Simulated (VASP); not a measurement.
# Sn4F (Pm-3m) in VASP: notebook

Sn4F is run at these levels: PBE; tasks: single point, relaxation of cell and atoms.

Everything below comes from runs of VASP 6.6.1. Logs are shortened: lines on timing, memory, paths and dates and some standing lists are left out, and cuts for length are marked.

### 1 The cell of the first run

It takes space group Pm-3m (No. 221, cubic). The conventional cell has a = 5.029 Å, b = 5.029 Å, c = 5.029 Å, α = 90.00°, β = 90.00°, γ = 90.00°. Within 3.3 Å of Sn (site symmetry 4/mmm) lie 2 F at 2.51 Å. Within 4.7 Å of Sn (site symmetry m-3m) lie 12 Sn at 3.56 Å and 8 F at 4.36 Å. Within 3.3 Å of F (site symmetry m-3m) lie 6 Sn at 2.51 Å.

### 2 Single point, PBE

Contents of INCAR:

```
PREC = Accurate ; ENCUT = 520
EDIFF = 1E-6 ; ISMEAR = 0
SIGMA = 0.1 ; LREAL = False
LASPH = True ; NELM = 100
ALGO = Normal ; ISIF = 2
LWAVE = False ; LCHARG = False
GGA = PE ; NBANDS = 40
```

Contents of KPOINTS:

```
Automatic mesh
0
Gamma
  4 4 4
```

Contents of POSCAR:

```
Sn4F
1.0
    5.0291923142      0.0000000000      0.0000000000
    0.0000000000      5.0291923142      0.0000000000
    0.0000000000      0.0000000000      5.0291923142
Sn F
4 1
Direct
    0.0000000000      0.5000000000      0.5000000000
    0.5000000000      0.0000000000      0.5000000000
    0.5000000000      0.5000000000      0.0000000000
    0.0000000000      0.0000000000      0.0000000000
    0.5000000000      0.5000000000      0.5000000000
```

Potentials or basis: VASP PAW PBE potentials, release 64 (Sn_d, F).

Launch:

```sh
$ cat potpaw_PBE.64/Sn_d/POTCAR potpaw_PBE.64/F/POTCAR > POTCAR
$ mpirun -np 1 vasp_std > vasp.out
```

OUTCAR:

```text
PREC = Accurate
   ENCUT = 520
   EDIFF = 1E-6
   ISMEAR = 0
   LREAL = False
   LASPH = True
   NELM = 100
   ISIF = 2
   GGA = PE

 ion  position               nearest neighbor table
   1  0.000  0.500  0.500-   5 2.51   5 2.51   4 3.56   2 3.56   3 3.56   4 3.56   2 3.56   4 3.56
                             4 3.56   2 3.56   3 3.56   3 3.56   3 3.56   2 3.56
   2  0.500  0.000  0.500-   5 2.51   5 2.51   4 3.56   1 3.56   3 3.56   4 3.56   1 3.56   3 3.56
                             3 3.56   3 3.56   1 3.56   4 3.56   4 3.56   1 3.56
   3  0.500  0.500  0.000-   5 2.51   5 2.51   4 3.56   1 3.56   1 3.56   2 3.56   2 3.56   2 3.56
                             4 3.56   2 3.56   1 3.56   4 3.56   1 3.56   4 3.56
   4  0.000  0.000  0.000-   1 3.56   2 3.56   3 3.56   1 3.56   2 3.56   1 3.56   3 3.56   1 3.56
                             2 3.56   3 3.56   2 3.56   3 3.56
   5  0.500  0.500  0.500-   1 2.51   2 2.51   3 2.51   3 2.51   2 2.51   1 2.51

  LATTYP: Found a simple cubic cell.
 ALAT       =     5.0291923142

  Lattice vectors:

 A1 = (   5.0291923142,   0.0000000000,   0.0000000000)
 A2 = (   0.0000000000,   5.0291923142,   0.0000000000)
 A3 = (   0.0000000000,   0.0000000000,   5.0291923142)

Analysis of symmetry for initial positions (statically):
=====================================================================
 Subroutine PRICEL returns:
 Original cell was already a primitive cell.

 Routine SETGRP: Setting up the symmetry group for a
 simple cubic supercell.

 Subroutine GETGRP returns: Found 48 space group operations
 (whereof 48 operations were pure point group operations)
 out of a pool of 48 trial point group operations.

The static configuration has the point symmetry O_h .

Analysis of symmetry for dynamics (positions and initial velocities):
=====================================================================
 Subroutine PRICEL returns:
 Original cell was already a primitive cell.

 Routine SETGRP: Setting up the symmetry group for a
 simple cubic supercell.

 Subroutine GETGRP returns: Found 48 space group operations
 (whereof 48 operations were pure point group operations)
 out of a pool of 48 trial point group operations.

The dynamic configuration has the point symmetry O_h .

 Subroutine INISYM returns: Found 48 space group operations
 (whereof 48 operations are pure point group operations),
 and found     1 'primitive' translations

----------------------------------------------------------------------------------------

                                     Primitive cell

  volume of cell :     127.2022

  direct lattice vectors                    reciprocal lattice vectors
     5.029192314  0.000000000  0.000000000     0.198839085  0.000000000  0.000000000
     0.000000000  5.029192314  0.000000000     0.000000000  0.198839085  0.000000000
     0.000000000  0.000000000  5.029192314     0.000000000  0.000000000  0.198839085

  length of vectors
     5.029192314  5.029192314  5.029192314     0.198839085  0.198839085  0.198839085

  position of ions in fractional coordinates (direct lattice)
     0.000000000  0.500000000  0.500000000
     0.500000000  0.000000000  0.500000000
     0.500000000  0.500000000  0.000000000
     0.000000000  0.000000000  0.000000000
     0.500000000  0.500000000  0.500000000

  ion indices of the primitive-cell ions
   primitive index   ion index
                 1           1
                 2           2
                 3           3
                 4           4
                 5           5

----------------------------------------------------------------------------------------

 KPOINTS: Automatic mesh

Automatic generation of k-mesh.
 Grid dimensions read from file:
 generate k-points for:    4    4    4

 Generating k-lattice:

  Cartesian coordinates                     Fractional coordinates (reciprocal lattice)
     0.049709771  0.000000000  0.000000000     0.250000000  0.000000000  0.000000000
     0.000000000  0.049709771  0.000000000     0.000000000  0.250000000  0.000000000
     0.000000000  0.000000000  0.049709771     0.000000000  0.000000000  0.250000000

  Length of vectors
     0.049709771  0.049709771  0.049709771

  Shift w.r.t. Gamma in fractional coordinates (k-lattice)
     0.000000000  0.000000000  0.000000000

 Subroutine IBZKPT returns following result:
 ===========================================

 Found     10 irreducible k-points:

 Following reciprocal coordinates:
            Coordinates               Weight
  0.000000  0.000000  0.000000      1.000000
  0.250000  0.000000  0.000000      6.000000
  0.500000  0.000000  0.000000      3.000000
  0.250000  0.250000  0.000000     12.000000
  0.500000  0.250000  0.000000     12.000000
  0.500000  0.500000  0.000000      3.000000
  0.250000  0.250000  0.250000      8.000000
  0.500000  0.250000  0.250000     12.000000
  0.500000  0.500000  0.250000      6.000000
  0.500000  0.500000  0.500000      1.000000
   k-points           NKPTS =     10   k-points in BZ     NKDIM =     10   number of bands    NBANDS=     40
   number of dos      NEDOS =    301   number of ions     NIONS =      5
   total plane-waves  NPLWV =  64000
   dimension x,y,z NGX =    40 NGY =   40 NGZ =   40
   dimension x,y,z NGXF=    80 NGYF=   80 NGZF=   80
   ions per type =               4   1
   NGX,Y,Z   is equivalent  to a cutoff of  13.22, 13.22, 13.22 a.u.
   NGXF,Y,Z  is equivalent  to a cutoff of  26.44, 26.44, 26.44 a.u.
 SYSTEM =  unknown system
   PREC   = accura    normal or accurate (medium, high low for compatibility)
   ISTART =      0    job   : 0-new  1-cont  2-samecut
   ICHARG =      2    charge: 1-file 2-atom 10-const
   ISPIN  =      1    spin polarized calculation?
   LNONCOLLINEAR =      F non collinear calculations
   LSORBIT =      F    spin-orbit coupling
   LASPH  =      T    aspherical Exc in radial PAW
   ENCUT  =  520.0 eV  38.22 Ry    6.18 a.u.   9.35  9.35  9.35*2*pi/ulx,y,z
   NELM   =    100;   NELMIN=  2; NELMDL= -5     # of ELM steps
   EDIFF  = 0.1E-05   stopping-criterion for ELM
   LREAL  =      F    real-space projection
   EDIFFG = 0.1E-04   stopping-criterion for IOM
   NSW    =      0    number of steps for IOM
   IBRION =     -1    ionic relax: 0-MD 1-quasi-New 2-CG
   NFREE  =      0    steps in history (QN), initial steepest desc. (CG)
   ISIF   =      2    stress and relaxation
   ISYM   =      2    0-nonsym 1-usesym 2-fastsym
   POTIM  = 0.5000    time-step for ionic-motion
   TEBEG  =    0.0;   TEEND  =   0.0 temperature during run
   PSTRESS=    0.0 pullay stress
   NELECT =      63.0000    total number of electrons
   NUPDOWN=      -1.0000    fix difference up-down
   EMIN   =  10.00;   EMAX   =-10.00  energy-range for DOS
   EFERMI =   0.00;   METHOD = LEGACY
   ISMEAR =     0;   SIGMA  =   0.10  broadening in eV -4-tet -1-fermi 0-gaus
   EFERMI_NEDOS =   21; number of points for ismear=-14 and -15
   IALGO  =     38    algorithm
   IMIX   =      4    mixing-type and parameters
     AMIX     =   0.40;   BMIX     =  1.00
     AMIX_MAG =   1.60;   BMIX_MAG =  1.00
  volume/ion in A,a.u.               =      25.44       171.68
  Fermi-wavevector in a.u.,A,eV,Ry     =   1.295259  2.447685 22.826454  1.677697
  Thomas-Fermi vector in A             =   2.426790
   LORBIT       =      0    0 simple, 1 ext, 2 COOP (PROOUT), +10 PAW based schemes
   GGA     = PE    functional components
   LHFCALC =     F    Hartree Fock is set to
   AEXX    =    0.0000 exact exchange contribution
   IVDW    =     0    specifies the selected vdW correction
   LEPSILON=     F    determine dielectric tensor
   LRPA    =     F    only Hartree local field effects (RPA)
 non-spin polarized calculation
 Gauss-broadening in eV      SIGMA  =   0.10
  energy-cutoff  :      520.00
  volume of cell :      127.20
 maximum number of plane-waves:      3450
 NGX is ok and might be reduce to    40
   NGX = 19   NGY = 19   NGZ = 19

 number of electron      63.0000048 magnetization

 Free energy of the ion-electron system (eV)
  ---------------------------------------------------
  ext. energy  EPLUGINS =         0.00000000
  ---------------------------------------------------
  free energy    TOTEN  =       -19.05903368 eV

  energy without entropy =      -19.03880657  energy(sigma->0) =      -19.04892012

 E-fermi :   6.9363     XC(G=0):  -9.9868

 val. band max:        6.9302137605   @ k =   0.5000   0.5000   0.0000
 cond. band min:       6.9511198679   @ k =   0.2500   0.2500   0.0000
 fundamental gap:      0.0209061074
 Fermi energy:         6.9362599353

 k-point     1 :       0.0000    0.0000    0.0000
  band No.  band energies     occupation
      1     -18.2774      2.00000
      2     -14.8690      2.00000
      3     -14.8690      2.00000
      4     -14.8690      2.00000
      5     -14.8065      2.00000
      6     -14.8065      2.00000
[... 32 lines left out ...]
     39      11.8614      0.00000
     40      12.2172      0.00000

 k-point     2 :       0.2500    0.0000    0.0000
  band No.  band energies     occupation
      1     -18.2545      2.00000
      2     -14.8674      2.00000
      3     -14.8499      2.00000
      4     -14.8499      2.00000
      5     -14.8223      2.00000
      6     -14.8050      2.00000
[... 32 lines left out ...]
     39      12.5255      0.00000
     40      12.5556      0.00000

 k-point     3 :       0.5000    0.0000    0.0000
  band No.  band energies     occupation
      1     -18.2311      2.00000
      2     -14.8658      2.00000
      3     -14.8451      2.00000
      4     -14.8035      2.00000
      5     -14.8030      2.00000
      6     -14.8030      2.00000
[... 32 lines left out ...]
     39      11.5343      0.00000
     40      11.5343      0.00000

 k-point     4 :       0.2500    0.2500    0.0000
  band No.  band energies     occupation
      1     -18.2312      2.00000
      2     -14.8527      2.00000
      3     -14.8452      2.00000
      4     -14.8414      2.00000
      5     -14.8273      2.00000
      6     -14.8132      2.00000
[... 32 lines left out ...]
     39      11.1678      0.00000
     40      13.0124      0.00000

 k-point     5 :       0.5000    0.2500    0.0000
  band No.  band energies     occupation
      1     -18.2074      2.00000
      2     -14.8504      2.00000
      3     -14.8490      2.00000
      4     -14.8283      2.00000
      5     -14.8028      2.00000
      6     -14.8025      2.00000
[... 32 lines left out ...]
     39      11.3927      0.00000
     40      11.4574      0.00000

 k-point     6 :       0.5000    0.5000    0.0000
  band No.  band energies     occupation
      1     -18.1831      2.00000
      2     -14.8553      2.00000
      3     -14.8553      2.00000
      4     -14.8194      2.00000
      5     -14.8021      2.00000
      6     -14.8021      2.00000
[... 32 lines left out ...]
     39      11.7925      0.00000
     40      11.7925      0.00000

 k-point     7 :       0.2500    0.2500    0.2500
  band No.  band energies     occupation
      1     -18.2076      2.00000
      2     -14.8468      2.00000
      3     -14.8407      2.00000
      4     -14.8407      2.00000
      5     -14.8225      2.00000
      6     -14.8225      2.00000
[... 32 lines left out ...]
     39      12.4140      0.00000
     40      12.4140      0.00000

 k-point     8 :       0.5000    0.2500    0.2500
  band No.  band energies     occupation
      1     -18.1835      2.00000
      2     -14.8562      2.00000
      3     -14.8434      2.00000
      4     -14.8372      2.00000
      5     -14.8094      2.00000
      6     -14.8022      2.00000
[... 32 lines left out ...]
     39      10.9099      0.00000
     40      11.4604      0.00000

 k-point     9 :       0.5000    0.5000    0.2500
  band No.  band energies     occupation
      1     -18.1590      2.00000
      2     -14.8616      2.00000
      3     -14.8616      2.00000
      4     -14.8362      2.00000
      5     -14.8020      2.00000
      6     -14.8020      2.00000
[... 32 lines left out ...]
     39      11.7669      0.00000
     40      11.7669      0.00000

 k-point    10 :       0.5000    0.5000    0.5000
  band No.  band energies     occupation
      1     -18.1344      2.00000
      2     -14.8675      2.00000
      3     -14.8675      2.00000
      4     -14.8675      2.00000
      5     -14.8020      2.00000
      6     -14.8020      2.00000
[... 32 lines left out ...]
     39      11.7430      0.00000
     40      11.7430      0.00000

------------------------ aborting loop because EDIFF is reached ----------------------------------------

  FORCE on cell =-STRESS in cart. coord.  units (eV):
  Direction    XX          YY          ZZ          XY          YZ          ZX
  --------------------------------------------------------------------------------------
  -------------------------------------------------------------------------------------
  Total        0.1573437      0.1573437      0.1573437      0.0000000      0.0000000      0.0000000
  in kB        1.9818247      1.9818247      1.9818247      0.0000000      0.0000000      0.0000000
  external PRESSURE =       1.9818247 kB  Pullay stress =       0.0000000 kB

 VOLUME and BASIS-vectors are now :
 -----------------------------------------------------------------------------
  energy-cutoff  :      520.00
  volume of cell :      127.20
      direct lattice vectors                 reciprocal lattice vectors
     5.029192314  0.000000000  0.000000000     0.198839085  0.000000000  0.000000000
     0.000000000  5.029192314  0.000000000     0.000000000  0.198839085  0.000000000
     0.000000000  0.000000000  5.029192314     0.000000000  0.000000000  0.198839085

 POSITION                                       TOTAL-FORCE (eV/Angst)
 -----------------------------------------------------------------------------------
      0.00000      2.51460      2.51460         0.000000      0.000000      0.000000
      2.51460      0.00000      2.51460         0.000000      0.000000      0.000000
      2.51460      2.51460      0.00000         0.000000      0.000000      0.000000
      0.00000      0.00000      0.00000         0.000000      0.000000      0.000000
      2.51460      2.51460      2.51460         0.000000      0.000000      0.000000
 -----------------------------------------------------------------------------------
    total drift:                               -0.000000      0.000000     -0.000000

  FREE ENERGIE OF THE ION-ELECTRON SYSTEM (eV)
  ---------------------------------------------------
  free  energy   TOTEN  =       -19.0590336782 eV

  energy  without entropy=      -19.0388065679  energy(sigma->0) =      -19.04892012
```

Run time: 29 s. Hardware: 1 thread of AMD EPYC 9R45 (Zen 5), shared host; peak memory 0.21 GiB.

Results:

| Item | Value |
| --- | --- |
| Free energy | -19.0590 eV |
| Pressure | 0.2 GPa |

Levels at points of the mesh, in eV from the Fermi level:
| k point | band 29 | band 30 | band 31 | band 32 | band 33 | band 34 |
| --- | --- | --- | --- | --- | --- | --- |
| (0.00, 0.00, 0.00) | -2.19 | -2.19 | -2.19 | 1.72 | 1.72 | 1.72 |
| (0.50, 0.00, 0.00) | -1.48 | -1.48 | -0.21 | -0.21 | -0.05 | 1.17 |
| (0.50, 0.50, 0.00) | -0.89 | -0.69 | -0.69 | -0.01 | -0.01 | 0.20 |
| (0.50, 0.50, 0.50) | -3.95 | -3.95 | -3.95 | -1.87 | 4.27 | 4.27 |

Caveat: spin-orbit coupling is left out, which moves the levels of the heavy elements; an odd number of electrons without spin polarisation forces a metal; a magnetic or distorted state may lie lower.

(Continued in part 2 of 2.)
